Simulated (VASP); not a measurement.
# LiCl (P6_3mc) in VASP: single point with PBEsol

Aim: the single point of LiCl with PBEsol.

All numbers are computed with VASP 6.6.1; they aren't measurements. Logs are shortened: lines on timing, memory, paths and dates and some standing lists are left out, and cuts for length are marked.

### Step 1. The cell of the first run

It takes space group P6_3mc (No. 186, hexagonal). The conventional cell has a = 3.879 Å, b = 3.879 Å, c = 6.178 Å, α = 90.00°, β = 90.00°, γ = 120.00°. Li (site symmetry 3m) has 4 Cl at 2.35 to 2.36 Å within 3.1 Å. Cl (site symmetry 3m) has 4 Li at 2.35 to 2.36 Å within 3.1 Å.

### Step 2. Single point, PBEsol

INCAR reads:

```
ALGO = Normal ; EDIFF = 1E-6
ENCUT = 520 ; GGA = PS
ISIF = 2 ; ISMEAR = 0
LASPH = T ; LCHARG = T
LELF = T ; LREAL = F
LVHAR = T ; LWAVE = F
NBANDS = 18 ; NELM = 80
PREC = Accurate ; SIGMA = 0.02
```

KPOINTS reads:

```
k-points
0
Gamma
  9 9 4
```

POSCAR reads:

```
LiCl
1.0
    3.8790062016      0.0000000000      0.0000000000
   -1.9395031008      3.3593179120      0.0000000000
    0.0000000000      0.0000000000      6.1777279190
Li Cl
2 2
Direct
    0.6666666667      0.3333333333      0.8785713696
    0.3333333333      0.6666666667      0.3785713696
    0.6666666667      0.3333333333      0.4964296304
    0.3333333333      0.6666666667      0.9964296304
```

Potentials or basis: VASP PAW PBE potentials, release 64 (Li_sv, Cl).

The run is started by

```sh
$ cat potpaw_PBE.64/Li_sv/POTCAR potpaw_PBE.64/Cl/POTCAR > POTCAR
$ mpirun -np 1 vasp_std > vasp.out
```

OUTCAR:

```text
EDIFF = 1E-6
   ENCUT = 520
   GGA = PS
   ISIF = 2
   ISMEAR = 0
   LASPH = T
   LREAL = F
   NELM = 80
   PREC = Accurate

 ion  position               nearest neighbor table
   1  0.667  0.333  0.879-   4 2.35   4 2.35   4 2.35   3 2.36
   2  0.333  0.667  0.379-   3 2.35   3 2.35   3 2.35   4 2.36
   3  0.667  0.333  0.496-   2 2.35   2 2.35   2 2.35   1 2.36
   4  0.333  0.667  0.996-   1 2.35   1 2.35   1 2.35   2 2.36

  LATTYP: Found a hexagonal cell.
 ALAT       =     3.8790062016
 C/A-ratio  =     1.5926058371

  Lattice vectors:

 A1 = (   3.8790062016,   0.0000000000,   0.0000000000)
 A2 = (  -1.9395031008,   3.3593179120,   0.0000000000)
 A3 = (   0.0000000000,   0.0000000000,   6.1777279190)

Analysis of symmetry for initial positions (statically):
=====================================================================
 Subroutine PRICEL returns:
 Original cell was already a primitive cell.

 Routine SETGRP: Setting up the symmetry group for a
 hexagonal supercell.

 Subroutine GETGRP returns: Found 12 space group operations
 (whereof  6 operations were pure point group operations)
 out of a pool of 24 trial point group operations.

The static configuration has the point symmetry C_3v.
 The point group associated with its full space group is C_6v.

Analysis of symmetry for dynamics (positions and initial velocities):
=====================================================================
 Subroutine PRICEL returns:
 Original cell was already a primitive cell.

 Routine SETGRP: Setting up the symmetry group for a
 hexagonal supercell.

 Subroutine GETGRP returns: Found 12 space group operations
 (whereof  6 operations were pure point group operations)
 out of a pool of 24 trial point group operations.

The dynamic configuration has the point symmetry C_3v.
 The point group associated with its full space group is C_6v.

 Subroutine INISYM returns: Found 12 space group operations
 (whereof  6 operations are pure point group operations),
 and found     1 'primitive' translations

----------------------------------------------------------------------------------------

                                     Primitive cell

  volume of cell :      80.5008

  direct lattice vectors                    reciprocal lattice vectors
     3.879006202  0.000000000  0.000000000     0.257797989  0.148839739  0.000000000
[... 84 lines left out ...]
   ISPIN  =      1    spin polarized calculation?
   LNONCOLLINEAR =      F non collinear calculations
   LSORBIT =      F    spin-orbit coupling
   LASPH  =      T    aspherical Exc in radial PAW
   ENCUT  =  520.0 eV  38.22 Ry    6.18 a.u.   7.21  7.21 11.49*2*pi/ulx,y,z
   NELM   =     80;   NELMIN=  2; NELMDL= -5     # of ELM steps
   EDIFF  = 0.1E-05   stopping-criterion for ELM
   LREAL  =      F    real-space projection
   EDIFFG = 0.1E-04   stopping-criterion for IOM
   NSW    =      0    number of steps for IOM
   IBRION =     -1    ionic relax: 0-MD 1-quasi-New 2-CG
   NFREE  =      0    steps in history (QN), initial steepest desc. (CG)
   ISIF   =      2    stress and relaxation
   ISYM   =      2    0-nonsym 1-usesym 2-fastsym
   POTIM  = 0.5000    time-step for ionic-motion
   TEBEG  =    0.0;   TEEND  =   0.0 temperature during run
   PSTRESS=    0.0 pullay stress
   NELECT =      20.0000    total number of electrons
   NUPDOWN=      -1.0000    fix difference up-down
   EMIN   =  10.00;   EMAX   =-10.00  energy-range for DOS
   EFERMI =   0.00;   METHOD = LEGACY
   ISMEAR =     0;   SIGMA  =   0.02  broadening in eV -4-tet -1-fermi 0-gaus
   EFERMI_NEDOS =   21; number of points for ismear=-14 and -15
   IALGO  =     38    algorithm
   IMIX   =      4    mixing-type and parameters
     AMIX     =   0.40;   BMIX     =  1.00
     AMIX_MAG =   1.60;   BMIX_MAG =  1.00
  volume/ion in A,a.u.               =      20.13       135.81
  Fermi-wavevector in a.u.,A,eV,Ry     =   1.029164  1.944839 14.411007  1.059179
  Thomas-Fermi vector in A             =   2.163198
   LORBIT       =      0    0 simple, 1 ext, 2 COOP (PROOUT), +10 PAW based schemes
   GGA     = PS    functional components
   LHFCALC =     F    Hartree Fock is set to
   AEXX    =    0.0000 exact exchange contribution
   IVDW    =     0    specifies the selected vdW correction
   LEPSILON=     F    determine dielectric tensor
   LRPA    =     F    only Hartree local field effects (RPA)
 non-spin polarized calculation
 Gauss-broadening in eV      SIGMA  =   0.02
  energy-cutoff  :      520.00
  volume of cell :       80.50
 maximum number of plane-waves:      2189
 NGX is ok and might be reduce to    30
   NGX = 15   NGY = 15   NGZ = 23

 number of electron      19.9999995 magnetization

 Free energy of the ion-electron system (eV)
  ---------------------------------------------------
  ext. energy  EPLUGINS =         0.00000000
  ---------------------------------------------------
  free energy    TOTEN  =       -15.21408432 eV

  energy without entropy =      -15.21408432  energy(sigma->0) =      -15.21408432

 E-fermi :  -0.7848     XC(G=0):  -7.9634

 val. band max:       -1.0314863960   @ k =   0.0000   0.0000   0.0000
 cond. band min:       4.8231911085   @ k =   0.0000   0.0000   0.0000
 fundamental gap:      5.8546775045
 Fermi energy:        -0.7847630833

 k-point     1 :       0.0000    0.0000    0.0000
  band No.  band energies     occupation
      1     -43.2421      2.00000
      2     -43.2402      2.00000
      3     -13.8594      2.00000
      4     -13.5114      2.00000
      5      -3.2589      2.00000
      6      -1.4872      2.00000
[... 481 lines left out ...]
      5      -2.8719      2.00000
      6      -2.5424      2.00000
[... 10 lines left out ...]
     17      11.1251      0.00000
     18      11.7319      0.00000

 [... further k-points ...]
[... 5 lines left out ...]
  --------------------------------------------------------------------------------------
  -------------------------------------------------------------------------------------
  Total        0.0020664      0.0020664     -0.0111525      0.0000000      0.0000000      0.0000000
  in kB        0.0411274      0.0411274     -0.2219646      0.0000000      0.0000000      0.0000000
  external PRESSURE =      -0.0465699 kB  Pullay stress =       0.0000000 kB

 VOLUME and BASIS-vectors are now :
 -----------------------------------------------------------------------------
  energy-cutoff  :      520.00
  volume of cell :       80.50
      direct lattice vectors                 reciprocal lattice vectors
     3.879006202  0.000000000  0.000000000     0.257797989  0.148839739  0.000000000
    -1.939503101  3.359317912  0.000000000     0.000000000  0.297679477  0.000000000
     0.000000000  0.000000000  6.177727919     0.000000000  0.000000000  0.161871810

 POSITION                                       TOTAL-FORCE (eV/Angst)
 -----------------------------------------------------------------------------------
      1.93950      1.11977      5.42757         0.000000     -0.000000      0.002597
     -0.00000      2.23955      2.33871        -0.000000     -0.000000      0.002597
      1.93950      1.11977      3.06681         0.000000      0.000000     -0.002597
     -0.00000      2.23955      6.15567        -0.000000     -0.000000     -0.002597
 -----------------------------------------------------------------------------------
    total drift:                               -0.000000     -0.000000      0.000187

  FREE ENERGIE OF THE ION-ELECTRON SYSTEM (eV)
  ---------------------------------------------------
  free  energy   TOTEN  =       -15.2140843201 eV

  energy  without entropy=      -15.2140843201  energy(sigma->0) =      -15.21408432
```

OSZICAR:

```text
N       E                     dE             d eps       ncg     rms          rms(c)
DAV:   1     0.127828488828E+03    0.12783E+03   -0.88745E+03  1296   0.107E+03
DAV:   2    -0.641695111317E+00   -0.12847E+03   -0.12342E+03  1602   0.234E+02
DAV:   3    -0.149810954700E+02   -0.14339E+02   -0.14274E+02  2250   0.669E+01
DAV:   4    -0.153895001642E+02   -0.40840E+00   -0.40699E+00  1876   0.127E+01
DAV:   5    -0.154129676837E+02   -0.23468E-01   -0.23461E-01  2012   0.255E+00    0.303E+00
DAV:   6    -0.152008060219E+02    0.21216E+00   -0.34335E-01  1572   0.273E+00    0.219E+00
DAV:   7    -0.151974057054E+02    0.34003E-02   -0.11622E-01  1724   0.159E+00    0.124E+00
DAV:   8    -0.152130621468E+02   -0.15656E-01   -0.21932E-02  1552   0.932E-01    0.241E-01
DAV:   9    -0.152131617594E+02   -0.99613E-04   -0.10449E-03  1868   0.204E-01    0.776E-02
DAV:  10    -0.152140667116E+02   -0.90495E-03   -0.96346E-04  1404   0.171E-01    0.221E-02
DAV:  11    -0.152140769683E+02   -0.10257E-04   -0.22551E-05  1852   0.290E-02    0.909E-03
DAV:  12    -0.152140843483E+02   -0.73799E-05   -0.90041E-06  1434   0.167E-02    0.155E-03
DAV:  13    -0.152140843201E+02    0.28120E-07   -0.17049E-07  1586   0.270E-03
   1 F= -.15214084E+02 E0= -.15214084E+02  d E =-.282195E-70
```

stdout:

```text
POSCAR found type information on POSCAR LiCl
 POSCAR found :  2 types and       4 ions
 scaLAPACK will be used
 -----------------------------------------------------------------------------
|                                                                             |
|                                                                             |
|     You enforced a specific xc type in the INCAR file but a different       |
|     I HOPE YOU KNOW WHAT YOU ARE DOING!                                     |
|                                                                             |
 -----------------------------------------------------------------------------

 LDA part: xc-table for (Slater+PW92), standard interpolation
 POSCAR, INCAR and KPOINTS ok, starting setup
 FFT: planning ... GRIDC
 FFT: planning ... GRID_SOFT
 FFT: planning ... GRID
 WAVECAR not read
 entering main loop
```

Wall time 40 s (1 thread of Intel Xeon Platinum 8488C (Sapphire Rapids), shared host); peak memory 0.2 GiB.

What came out:

```
Free energy            : -15.2141 eV
Band gap on the k mesh : 5.85 eV, direct
```

Forces in eV/Å, atoms in the order of the input:
```
Li   0.000  0.000  0.003
Li   0.000  0.000  0.003
Cl   0.000  0.000 -0.003
Cl   0.000  0.000 -0.003
```

Caveat: the cutoff is under 1.25 times the usual one of these potentials, so pressure, stress and relaxed cells hold a basis-set (Pulay) error; the PAW data sets were made with another functional, which shifts forces and pressure a little. A k mesh can miss the band edges.
